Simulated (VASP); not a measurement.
Crystal: MgO.

```xyz
2
Lattice="0.0000 2.3063 2.3063 2.3063 0.0000 2.3063 2.3063 2.3063 0.0000" Properties=species:S:1:pos:R:3 pbc="T T T"
Mg    0.0000    0.0000    0.0000
O     1.1532    1.1532    1.1532
```

Base run:

```yaml
Program: VASP 6.6.1
Functional: PBE
Potentials_or_basis: VASP PAW PBE potentials, release 64 (Mg, O)
Cutoff: 600 eV
k_mesh: 8 × 8 × 8
Occupations: gaussian, width 0.02 eV
Spin: no spin polarisation
```

Its results: band gap on the k mesh 3.47 eV; pressure -0.6 GPa.

Problem. The run is repeated on the same cell with these changes: functional from PBE to LDA; potentials or basis from VASP PAW PBE potentials, release 64 (Mg, O) to VASP PAW LDA potentials, release 64 (Mg, O). What comes out?

Solution. Band gap on the k mesh 3.37 eV; pressure -8.4 GPa.

Caveats: the cell stands under tension (at least some runs).

